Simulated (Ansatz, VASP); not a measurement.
## Two plane-wave programs on V4Cu3AgO12

```
CELL_PARAMETERS angstrom
-3.63952 3.63952 3.63952
3.63952 -3.63952 3.63952
3.63952 3.63952 -3.63952
ATOMIC_POSITIONS crystal
V 0.50000 0.50000 0.50000
V 0.00000 0.00000 0.50000
V 0.50000 0.00000 0.00000
V 0.00000 0.50000 0.00000
Cu 0.00000 0.50000 0.50000
Cu 0.50000 0.00000 0.50000
Cu 0.50000 0.50000 0.00000
Ag 0.00000 0.00000 0.00000
O 0.18766 0.30508 0.49275
O 0.81234 0.69492 0.50725
O 0.81234 0.30508 0.11742
O 0.18766 0.69492 0.88258
O 0.49275 0.18766 0.30508
O 0.50725 0.81234 0.69492
O 0.11742 0.81234 0.30508
O 0.88258 0.18766 0.69492
O 0.30508 0.49275 0.18766
O 0.69492 0.50725 0.81234
O 0.30508 0.11742 0.81234
O 0.69492 0.88258 0.18766
```

Alike in both runs: functional PBE; k mesh 7 × 7 × 7; occupations fermi-dirac, width 0.05 eV; no spin polarisation.

Ansatz relaxed the structure, and its values are those at the end. VASP's run is a single point on that final structure, the one shown.

|  | VASP | Ansatz |
| --- | --- | --- |
| version | VASP 6.6.1 | Ansatz 0.2.0 |
| potentials or method | VASP PAW PBE potentials, release 64 (V_sv, Cu, Ag, O) | plane-wave PAW, scalar-relativistic |
| plane-wave cutoff (eV) | 600 | 420 |
| valence electrons in the cell | 168 | 200 |

Ansatz gave:

| Property | Result |
| --- | --- |
| pressure (GPa) | 2.8 |
| rms of the force components (eV/Å) | 0.001 |

Task: Estimate VASP's values.

Result: Pressure (GPa): 3.2; rms of the force components (eV/Å): 0.010.

With one functional, cell and mesh, what is left measures potentials, basis and numerics. VASP's potentials hold 168 valence electrons a cell and Ansatz's 200, so a difference there can come from the potentials and not from the codes. Ansatz's warnings: stress scf threshold loose.
